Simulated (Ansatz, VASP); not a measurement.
**Two plane-wave programs on Ti**

Contents of INCAR:

```
SYSTEM = Ti
ALGO     = Normal         ! electronic algorithm
EDIFF    = 1E-8           ! SCF threshold, eV
ENCUT    = 520            ! plane-wave cutoff, eV
GGA      = PE             ! functional
ISIF     = 2              ! what is computed and relaxed
ISMEAR   = -1             ! smearing method
LASPH    = .TRUE.         ! aspherical terms in the spheres
LCHARG   = .FALSE.        ! write CHGCAR
LEFG     = .TRUE.       
LREAL    = .FALSE.        ! projectors in reciprocal space
LWAVE    = .FALSE.        ! write WAVECAR
NBANDS   = 12             ! bands
NELM     = 60             ! most SCF steps
PREC     = Accurate       ! precision mode
SIGMA    = 0.05           ! smearing width, eV
```

The input KPOINTS:

```
k-points
0
G
  14 14 14
  0 0 0
```

Contents of POSCAR:

```
Ti
1.0
   -1.6299862453      1.6299862453      1.6299862453
    1.6299862453     -1.6299862453      1.6299862453
    1.6299862453      1.6299862453     -1.6299862453
Ti
1
Direct
    0.0000000000      0.0000000000      0.0000000000
```

Input for Ansatz:

```yaml
crystal:
  lattice:
    - [-1.6299862453, 1.6299862453, 1.6299862453]
    - [1.6299862453, -1.6299862453, 1.6299862453]
    - [1.6299862453, 1.6299862453, -1.6299862453]
  atoms:
    - { symbol: Ti, position: [0.0, 0.0, 0.0] }
kpoints:
  mp_grid: { grid: [14, 14, 14] }
scf:
  occupations: { method: fermi_dirac, width: 0.05 }
hamiltonian:
  xc: pbe
  pseudopotentials: { kind: paw }
output:
  forces: true
  stress: true
  eigenvalues: true
  efg: { contact_densities: true }
```

Change from the starting cell: volume scaled by 0.98, PAW files.

Alike in both runs: task electric field gradients; functional PBE; k mesh 14 × 14 × 14; occupations fermi-dirac, width 0.05 eV; no spin polarisation.

```csv
,VASP,Ansatz
version,VASP 6.6.1,Ansatz 0.2.0
potentials or method,"VASP PAW PBE potentials, release 64 (Ti_sv)","PAW with Ansatz's default frozen-core files, scalar-relativistic"
plane-wave cutoff (eV),520,420
valence electrons in the cell,12,12
```

VASP gave:

| Quantity | Value |
| --- | --- |
| pressure (GPa) | -0.6 |

Task: Estimate Ansatz's values.

Result: Pressure (GPa): -0.4.
